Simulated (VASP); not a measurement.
Input of a VASP 6.6.1 run:

The input INCAR:

```
ALGO = Normal
EDIFF = 1E-7
ENCUT = 520
GGA = PE
ISIF = 2
ISMEAR = -1
IVDW = 12
LASPH = True
LCHARG = False
LREAL = Auto
LWAVE = False
NBANDS = 67
NELM = 80
PREC = Accurate
SIGMA = 0.02
```

KPOINTS

```
k-points
0
Gamma
  1 1 1
```

POSCAR

```
H23NO10
1.0
    7.6099360000      0.0000000000      0.0000000000
    0.0000000000      7.6099360000      0.0000000000
    0.0000000000      0.0000000000      7.6099360000
O H N
10 23 1
Direct
    0.4669158847      0.1303953148      0.6107935730
    0.6112403573      0.1639698415      1.1219542451
    0.7243556319      0.7660511205      0.3621055420
    0.8485222478      0.4244056717      0.8370109814
    0.2868618080     -0.1617227793      0.5004247079
   -0.1244557116      0.9630961417      0.7115959977
    0.3554169181      0.6303469569      0.0944291779
    0.2882284424      0.9311904857      0.9224781917
    0.0397506628      0.4791236089      0.5496498262
    0.6139999075      0.4218169509      0.4507922274
    0.3322104154      0.1559145833      0.5787039471
    0.4584926864      0.1375044416      0.7309391301
    0.7197432409      0.1506320158      1.0587736875
    0.5070739097      0.1686742175      1.0491941062
    0.7376671762      0.8201908663      0.2531952963
    0.7763534411      0.8034364547      0.4620406794
    0.8772872728      0.5321201124      0.8954871631
    0.9254085711      0.4272309255      0.7325817195
    0.4027234920     -0.1247053852      0.5533817893
    0.2859156766     -0.2151135042      0.3936432580
   -0.0306967102      1.0281163994      0.7762877375
   -0.1331811463      1.0040163281      0.5832506344
    0.3773224900      0.4998070943      0.0633251055
    0.2578208279      0.7095723275      0.0160185316
    0.2672952834      0.9393114476      0.7786136441
    0.3966524817      0.8748036777      0.9494429388
   -0.0075690518      0.4673363876      0.4354570130
    0.0185546896      0.6116345788      0.5582701353
    0.6115688752      0.5475473118      0.4738147601
    0.5382699671      0.3301998860      0.5116337378
   -0.0727469981      1.2598529081      0.3479529920
    0.1157696990      1.1627036022      0.4117905854
   -0.0215639133      1.0756463655      0.2653110355
   -0.0231802212      1.1433079069      0.3836300332
```

Potentials or basis: VASP PAW PBE potentials, release 64 (O, H, N).

Run with:

```sh
$ cat potpaw_PBE.64/O/POTCAR potpaw_PBE.64/H/POTCAR potpaw_PBE.64/N/POTCAR > POTCAR
$ mpirun -np 1 vasp_gam > vasp.out
```

Q: Estimate the dispersion energy per atom.

A: -0.026 eV.

Q: Estimate the largest force.

A: 5.521 eV/Å.

Q: Estimate the band gap on the k mesh.

A: 2.69 eV.

Q: Predict the pressure.

A: -1.2 GPa.

Forces on the atoms (eV/Å):
```
O   -3.463  0.371 -3.811
O   -0.372 -0.244  1.297
O   -2.728 -3.574 -1.325
O   -0.024 -0.670  0.139
O    0.084  2.438  4.953
O    0.096  0.028 -0.508
O   -1.680  0.392 -1.501
O   -2.269  1.348 -3.726
O    0.460  2.782  0.976
O    0.120 -1.396 -0.427
H    3.120 -0.644  0.371
H    0.344  0.352  3.614
H   -0.105  0.266 -1.020
H    0.429 -0.144 -0.492
H    0.537  1.524 -1.147
H    2.148  2.128  2.737
H   -0.005  0.570  0.485
H   -0.308 -0.134 -0.198
H   -0.988 -0.684 -1.785
H    0.998 -1.832 -3.413
H   -0.955 -0.334 -1.189
H    0.924  0.569  1.729
H   -0.902  2.625  0.078
H    2.467 -2.913  1.595
H    0.851 -0.846  3.883
H    1.388 -0.595 -0.251
H   -0.759 -0.676 -1.459
H    0.748 -1.611  0.438
H   -0.747 -0.480  0.339
H    0.979  1.920 -0.182
H   -0.650  0.781  0.053
H   -2.218 -0.245 -0.527
H    0.127  0.016  0.506
N    2.354 -1.089 -0.232
```

Caveat: the k points lie up to 0.83 Å⁻¹ apart.
